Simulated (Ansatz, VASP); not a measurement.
## Two plane-wave programs on Zr

```
CELL_PARAMETERS angstrom
-1.76075 1.76075 1.76075
1.76075 -1.76075 1.76075
1.76075 1.76075 -1.76075
ATOMIC_POSITIONS crystal
Zr 0.00000 0.00000 0.00000
```

Alike in both runs: task single point; functional PBEsol; k mesh 6 × 6 × 6; occupations gaussian, width 0.1 eV; no spin polarisation.

```csv
,VASP,Ansatz
version,VASP 6.6.1,Ansatz 0.2.0
potentials or method,"VASP PAW PBE potentials, release 64 (Zr_sv), cutoff 500 eV","scalar-relativistic, plane waves, PAW"
valence electrons in the cell,12,12
```

|  | VASP | Ansatz | Ansatz less VASP |
| --- | --- | --- | --- |
| gap on the k mesh at the Fermi level (eV) | none | none | - |
| pressure (GPa) | -0.6 | -0.7 | -0.07 |

VASP's potentials were made for PBE, not for PBEsol, and Ansatz warns of the same on its side. A gap of «none» marks a metal or a gap that the smearing closes.

The k mesh is coarse, so the values compare programs but aren't converged.
